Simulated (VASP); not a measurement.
# C (P6/mmm) in VASP: vibrations by perturbation theory with PBE

Aim: the vibrations by perturbation theory of C with PBE.

Program: VASP 6.6.1. These are calculated values, not measurements. Logs are shortened: lines on timing, memory, paths and dates and some standing lists are left out, and cuts for length are marked.

### 1 The cell of the first run

Symmetry: P6/mmm, No. 191, hexagonal system. The conventional cell has a = 2.467 Å, b = 2.467 Å, c = 4.522 Å, α = 90.00°, β = 90.00°, γ = 120.00°. Within 1.9 Å of C (site symmetry -6m2) lie 3 C at 1.42 Å.

### 2 Vibrations by perturbation theory, PBE

Contents of INCAR:

```
  PREC = Accurate
  ENCUT = 520
  EDIFF = 1E-8
  ISMEAR = -1
  SIGMA = 0.15
  LREAL = F
  LASPH = T
  NELM = 60
  ALGO = Normal
  ISIF = 2
  LWAVE = F
  LCHARG = F
  GGA = PE
  NBANDS = 11
  IBRION = 8
  NSW = 1
```

Contents of KPOINTS:

```
Automatic mesh
0
Gamma
  24 24 12
```

Contents of POSCAR:

```
C
1.0
    2.4665066355      0.0000000000      0.0000000000
   -1.2332533178      2.1360574049      0.0000000000
    0.0000000000      0.0000000000      4.5221049811
C
2
Direct
    0.6666666667      0.3333333333      0.5000000000
    0.3333333333      0.6666666667      0.5000000000
```

Potentials or basis: VASP PAW PBE potentials, release 64 (C).

Command:

```sh
$ cat potpaw_PBE.64/C/POTCAR > POTCAR
$ mpirun -np 1 vasp_std > vasp.out
```

OUTCAR:

```text
PREC = Accurate
   ENCUT = 520
   EDIFF = 1E-8
   ISMEAR = -1
   LREAL = F
   LASPH = T
   NELM = 60
   ISIF = 2
   GGA = PE
   IBRION = 8
   NSW = 1

 ion  position               nearest neighbor table
   1  0.667  0.333  0.500-   2 1.42   2 1.42   2 1.42
   2  0.333  0.667  0.500-   1 1.42   1 1.42   1 1.42

  LATTYP: Found a hexagonal cell.
 ALAT       =     2.4665066355
 C/A-ratio  =     1.8334047499

  Lattice vectors:

 A1 = (   2.4665066355,   0.0000000000,   0.0000000000)
 A2 = (  -1.2332533178,   2.1360574049,   0.0000000000)
 A3 = (   0.0000000000,   0.0000000000,   4.5221049811)

Analysis of symmetry for initial positions (statically):
=====================================================================
 Subroutine PRICEL returns:
 Original cell was already a primitive cell.

 Routine SETGRP: Setting up the symmetry group for a
 hexagonal supercell.

 Subroutine GETGRP returns: Found 24 space group operations
 (whereof 24 operations were pure point group operations)
 out of a pool of 24 trial point group operations.

The static configuration has the point symmetry D_6h.

Analysis of symmetry for dynamics (positions and initial velocities):
=====================================================================
 Subroutine PRICEL returns:
 Original cell was already a primitive cell.

 Routine SETGRP: Setting up the symmetry group for a
 hexagonal supercell.

 Subroutine GETGRP returns: Found 24 space group operations
 (whereof 24 operations were pure point group operations)
 out of a pool of 24 trial point group operations.

The dynamic configuration has the point symmetry D_6h.

 Subroutine INISYM returns: Found 24 space group operations
 (whereof 24 operations are pure point group operations),
 and found     1 'primitive' translations

----------------------------------------------------------------------------------------

                                     Primitive cell

  volume of cell :      23.8252

[... 496 lines left out ...]
      direct lattice vectors                 reciprocal lattice vectors
     2.466506636  0.000000000  0.000000000     0.405431709  0.234076106  0.000000000
    -1.233253318  2.136057405  0.000000000     0.000000000  0.468152212  0.000000000
     0.000000000  0.000000000  4.522104981     0.000000000  0.000000000  0.221135954

 POSITION                                       TOTAL-FORCE (eV/Angst)
 -----------------------------------------------------------------------------------
      1.23325      0.71202      2.26105         0.000000      0.000000      0.000000
     -0.00000      1.42404      2.26105        -0.000000     -0.000000     -0.000000
 -----------------------------------------------------------------------------------
    total drift:                                0.000000     -0.000000     -0.000000

  FREE ENERGIE OF THE ION-ELECTRON SYSTEM (eV)
  ---------------------------------------------------
  free  energy   TOTEN  =       -18.4540150448 eV

  energy  without entropy=      -18.4516591081  energy(sigma->0) =      -18.45283708

[... ionic steps 2 to 3 ...]

--------------------------------------- Ionic step        4  -------------------------------------------

------------------------ aborting loop because EDIFF is reached ----------------------------------------

[... ionic steps 5 to 5 ...]

--------------------------------------- Ionic step        6  -------------------------------------------

 Free energy of the ion-electron system (eV)
  ---------------------------------------------------
  ---------------------------------------------------
  free energy    TOTEN  =        -0.13119434 eV

  energy without entropy =       -0.13119434

------------------------ aborting loop because EDIFF is reached ----------------------------------------

 INTERNAL STRAIN TENSOR  FOR ION    1  DIRECTION 3   (eV/Angst):
 -----------------------------------------------------------------------------
    -0.00111  0.00000  0.00000
    -0.00000 -0.00111  0.00000
     0.00000  0.00000  0.00534

 INTERNAL STRAIN TENSOR FOR ION    2 for displacements in x,y,z  (eV/Angst):
          X           Y           Z          XY          YZ          ZX
  --------------------------------------------------------------------------------
  x     0.00000    -0.00000    -0.00000   -10.98858     0.00000     0.00000
  y   -10.98858    10.98858     0.00000    -0.00000     0.00000     0.00000
  z     0.00000     0.00000     0.00000     0.00000     0.00000    -0.00000

 SECOND DERIVATIVES (NOT SYMMETRIZED)
 ------------------------------------
               1X          1Y          1Z          2X          2Y          2Z
  1X   -53.425818    0.000000    0.000000   53.425818   -0.000000    0.000000
  1Y     0.000000  -53.425818    0.000000   -0.000000   53.425818    0.000000
  1Z     0.000000    0.000000  -16.749754    0.000000   -0.000000   16.749754
  2X    53.425818   -0.000000    0.000000  -53.425818    0.000000    0.000000
  2Y    -0.000000   53.425818    0.000000    0.000000  -53.425818    0.000000
  2Z     0.000000   -0.000000   16.749754    0.000000    0.000000  -16.749754

 Eigenvectors and eigenvalues of the dynamical matrix
 ----------------------------------------------------

   1 f  =   46.628531 THz   292.975699 2PiTHz 1555.360365 cm-1   192.840021 meV
             X         Y         Z           dx          dy          dz
      1.233253  0.712019  2.261052    -0.647327    0.284547    0.000000
     -0.000000  1.424038  2.261052     0.647327   -0.284547    0.000000
[... 16 lines left out ...]
   5 f  =    0.000000 THz     0.000000 2PiTHz    0.000000 cm-1     0.000000 meV
             X         Y         Z           dx          dy          dz
      1.233253  0.712019  2.261052     0.000000   -0.000000    0.707107
     -0.000000  1.424038  2.261052     0.000000    0.000000    0.707107

   6 f/i=    0.000000 THz     0.000002 2PiTHz    0.000012 cm-1     0.000002 meV
             X         Y         Z           dx          dy          dz
      1.233253  0.712019  2.261052    -0.257882   -0.658405    0.000000
     -0.000000  1.424038  2.261052    -0.257882   -0.658405    0.000000

--------------------------------------------------------------------------------------------------------

 ELASTIC MODULI CONTR FROM IONIC RELAXATION (kBar)
 Direction    XX          YY          ZZ          XY          YZ          ZX
 --------------------------------------------------------------------------------
 XX        -151.9871    151.9871      0.0000      0.0000      0.0000     -0.0000
 YY         151.9871   -151.9871     -0.0000      0.0000     -0.0000      0.0000
 ZZ           0.0000     -0.0000     -0.0000     -0.0000     -0.0000      0.0000
 XY           0.0000      0.0000     -0.0000   -151.9871      0.0000     -0.0000
 YZ           0.0000     -0.0000     -0.0000      0.0000     -0.0000      0.0000
 ZX          -0.0000      0.0000      0.0000     -0.0000      0.0000     -0.0000
 --------------------------------------------------------------------------------
```

OSZICAR:

```text
N       E                     dE             d eps       ncg     rms          rms(c)
DAV:   1     0.122283443830E+02    0.12228E+02   -0.43989E+03  9517   0.642E+02
DAV:   2    -0.187642591867E+02   -0.30993E+02   -0.29405E+02 12429   0.134E+02
DAV:   3    -0.197049721371E+02   -0.94071E+00   -0.93691E+00 11933   0.208E+01
[... 37 lines left out ...]
RMM:   4    -0.131375524026E+00   -0.20007E-03   -0.16102E-04 22870   0.847E-02    0.226E-02
RMM:   5    -0.131216005899E+00    0.15952E-03   -0.69680E-06 24257   0.185E-02    0.213E-03
RMM:   6    -0.131201562036E+00    0.14444E-04   -0.15802E-07 25415   0.208E-03    0.635E-04
RMM:   7    -0.131193255700E+00    0.83063E-05   -0.10427E-07 24320   0.839E-04    0.145E-04
RMM:   8    -0.131194336962E+00   -0.10813E-05   -0.92618E-08 25290   0.318E-04    0.202E-05
RMM:   9    -0.131194337719E+00   -0.75647E-09   -0.90400E-08 26432   0.947E-05    0.835E-06
 Linear response finished
```

Wall time 26 min (1 thread of Intel Xeon 8259CL, shared host); peak memory 0.94 GiB.

What came out:

| Property | Result |
| --- | --- |
| Highest phonon frequency at Γ | 1555 cm⁻¹ |

Phonon frequencies in cm⁻¹ (negative: imaginary):
```csv
q point,frequencies
"(0.000, 0.000, 0.000)",0 0 0 871 1555 1555
```
